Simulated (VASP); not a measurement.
**HfO2: single point with PBEsol**

The system is HfO2.

```xyz
12
Lattice="5.1519 0.0000 0.0000 0.0000 5.2200 0.0000 -0.8643 0.0000 5.2484" Properties=species:S:1:pos:R:3 pbc="T T T"
Hf    0.8074    2.4028    3.7159
Hf    3.0480    5.0128    4.1567
Hf    3.4802    2.8173    1.5325
Hf    1.2396    0.2072    1.0917
O    -0.3496    0.8791    4.4438
O     4.2049    3.4891    3.4288
O     4.6371    4.3410    0.8046
O     0.0826    1.7310    1.8196
O     1.4645    3.8728    5.1440
O     2.3909    1.2627    2.7286
O     2.8230    1.3473    0.1044
O     1.8967    3.9573    2.5198
```

```yaml
Program: VASP 6.6.1
Task: single point
Functional: PBEsol
Potentials_or_basis: VASP PAW PBE potentials, release 64 (Hf_pv, O)
Cutoff: 520 eV
k_mesh: 5 × 5 × 5
Occupations: fermi-dirac, width 0.05 eV
Spin: no spin polarisation
```

The pressure is -9.1 GPa. The largest force is 0.390 eV/Å and the band gap on the k mesh is 3.99 eV (least direct gap 4.07 eV).

Forces on the atoms (eV/Å):
```
Hf   0.049 -0.119 -0.069
Hf  -0.049 -0.119  0.069
Hf  -0.049  0.119  0.069
Hf   0.049  0.119 -0.069
O   -0.347 -0.178  0.005
O    0.347 -0.178 -0.005
O    0.347  0.178 -0.005
O   -0.347  0.178  0.005
O    0.030  0.029 -0.099
O   -0.030  0.029  0.099
O   -0.030 -0.029  0.099
O    0.030 -0.029 -0.099
```

Stress tensor (GPa, compression positive):
```
-9.08  0.00 -0.45
 0.00 -9.87  0.00
-0.45  0.00 -8.37
```

Levels at points of the mesh, in eV from the valence-band top:
```csv
k point,band 42,band 43,band 44,band 45,band 46,band 47
"(0.00, 0.00, 0.00)",-0.54,-0.19,0.00,4.36,4.92,5.10
```

Run time: 11 min on 1 thread of Intel Xeon 8259CL, on a shared host, peak memory 0.38 GiB.

Caveat: the cell stands under tension; the PAW data sets were made with another functional, which shifts forces and pressure a little; spin-orbit coupling is left out, which moves the levels of the heavy elements. A hybrid or GW would open this gap; PBEsol tends to underestimate it.
